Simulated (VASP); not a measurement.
# AlNi: relaxation of cell and atoms with revPBE+D3(BJ)

Crystal: AlNi.

```xyz
2
Lattice="2.8810 0.0000 0.0000 0.0000 2.8810 0.0000 0.0000 0.0000 2.8810" Properties=species:S:1:pos:R:3 pbc="T T T"
Ni    1.4405    1.4405    1.4405
Al    0.0000    0.0000    0.0000
```

| Property | Result |
| --- | --- |
| Program | VASP 6.6.1 |
| Task | relaxation of cell and atoms |
| Functional | revPBE |
| Dispersion | D3(BJ) |
| Potentials or basis | VASP PAW PBE potentials, release 64 (Ni, Al) |
| Cutoff | 600 eV |
| k mesh | 9 × 9 × 9 |
| Occupations | fermi-dirac, width 0.05 eV |
| Spin | collinear spin, ferromagnetic start |
| Starting moments | [1.0, 0.0] μB |
| Dipole correction | no |
| Further INCAR settings | ALGO = Fast; EDIFF = 1e-06; IBRION = 2; EDIFFG = -0.01; NSW = 60; ISIF = 3 |

```yaml
Relaxed_volume: 11.46 Å³/atom
Relaxed_cell: a = 2.840 Å, b = 2.840 Å, c = 2.840 Å, α = 90.00°, β = 90.00°, γ = 90.00°
Space_group_after_relaxing_to_0.05_Å: Pm-3m (No. 221)
Energy_gained_by_relaxing: 12.1 meV/atom
Ionic_steps: 5
Pressure_after_relaxing: -0.1 GPa
Net_moment: 0.00 μB per cell
Valence_electrons_inside_the_program's_atomic_spheres: Ni 9.54; Al 0.82
Dispersion_energy_per_atom: -0.887 eV
```

Step by step:
```csv
step,energy change (eV),largest force (eV/Å),pressure (GPa),volume (Å³)
1,0.0000,0.0000,-7.15,23.91
2,-0.0087,0.0000,6.27,22.11
3,-0.0241,0.0000,0.38,22.89
4,-0.0241,0.0000,-0.42,22.94
5,-0.0241,0.0000,-0.07,22.91
```

Final structure:
```
CELL_PARAMETERS angstrom
2.84030 0.00000 0.00000
0.00000 2.84030 0.00000
0.00000 0.00000 2.84030
ATOMIC_POSITIONS crystal
Ni 0.50000 0.50000 0.50000
Al 0.00000 0.00000 0.00000
```

Levels at points of the mesh, in eV from the Fermi level:
Spin up:
| k point | band 2 | band 3 | band 4 | band 5 | band 6 | band 7 | band 8 | band 9 | band 10 | band 11 |
| --- | --- | --- | --- | --- | --- | --- | --- | --- | --- | --- |
| (0.00, 0.00, 0.00) | -3.46 | -3.46 | -1.66 | -1.66 | -1.66 | 5.69 | 5.69 | 5.69 | 8.21 | 8.21 |
Spin down:
| k point | band 2 | band 3 | band 4 | band 5 | band 6 | band 7 | band 8 | band 9 | band 10 | band 11 |
| --- | --- | --- | --- | --- | --- | --- | --- | --- | --- | --- |
| (0.00, 0.00, 0.00) | -3.46 | -3.46 | -1.66 | -1.66 | -1.66 | 5.69 | 5.69 | 5.69 | 8.21 | 8.21 |

Run time: 110 s on 1 thread of AMD EPYC 7R13 (shared host), peak memory 0.14 GiB.

Caveat: the PAW data sets were made with another functional, which shifts forces and pressure a little; pairwise dispersion overbinds metals, which lowers pressure and volume.
